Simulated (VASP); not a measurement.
# BeH2: relaxation of cell and atoms with r2SCAN+rVV10

BeH2:

```
CELL_PARAMETERS angstrom
0.00000 1.96993 1.96993
1.96993 0.00000 1.96993
1.96993 1.96993 0.00000
ATOMIC_POSITIONS crystal
Be 0.00000 0.00000 0.00000
H 0.25000 0.25000 0.25000
H 0.75000 0.75000 0.75000
```

```
Program                : VASP 6.6.1
Task                   : relaxation of cell and atoms
Functional             : r2SCAN
Dispersion             : rVV10
Potentials or basis    : VASP PAW PBE potentials, release 64 (Be, H)
Cutoff                 : 660 eV
k mesh                 : 10 × 10 × 10
Occupations            : fermi-dirac, width 0.03 eV
Spin                   : no spin polarisation
Dipole correction      : no
Further INCAR settings : ALGO = Normal; EDIFF = 1e-07; IBRION = 2; EDIFFG = -0.01; NSW = 100; ISIF = 3
```

- Relaxed volume: 5.13 Å³/atom
- Relaxed cell: a = 2.792 Å, b = 2.792 Å, c = 2.792 Å, α = 60.00°, β = 60.00°, γ = 60.00°
- Space group after relaxing (to 0.1 Å): Fm-3m (No. 225)
- Energy gained by relaxing: 0.1 meV/atom
- Ionic steps: 3
- Pressure after relaxing: 0.0 GPa
- Band gap on the k mesh: zero (bands 2 and 3 overlap by 4.89 eV)

The path:
| step | energy change (eV) | largest force (eV/Å) | pressure (GPa) | volume (Å³) |
| --- | --- | --- | --- | --- |
| 1 | 0.0000 | 0.0000 | 0.69 | 15.29 |
| 2 | -0.0002 | 0.0000 | 0.37 | 15.34 |
| 3 | -0.0002 | 0.0000 | 0.02 | 15.39 |

Final structure:
```
Be H
1.0
     0.00000    1.97426    1.97426
     1.97426    0.00000    1.97426
     1.97426    1.97426    0.00000
Be H
1 2
Direct
  0.00000 0.00000 0.00000
  0.25000 0.25000 0.25000
  0.75000 0.75000 0.75000
```

Levels at points of the mesh, in eV from the Fermi level:
| k point | band 1 | band 2 | band 3 | band 4 | band 5 | band 6 |
| --- | --- | --- | --- | --- | --- | --- |
| (0.00, 0.00, 0.00) | -14.93 | 3.88 | 10.33 | 10.33 | 10.33 | 15.26 |
| (0.50, 0.00, 0.00) | -9.18 | -8.11 | 7.86 | 7.86 | 11.24 | 11.27 |
| (0.50, 0.50, 0.00) | -9.16 | -1.67 | -1.01 | 3.28 | 3.28 | 11.45 |

Run time: 63 s on 1 thread of Intel(R) Xeon(R) Platinum 8559C (Emerald Rapids), with other jobs on the host, peak memory 0.2 GiB.

Caveat: the structure was generated, so it needn't be the stable form of BeH2; the PAW data sets were made with another functional, which shifts forces and pressure a little.
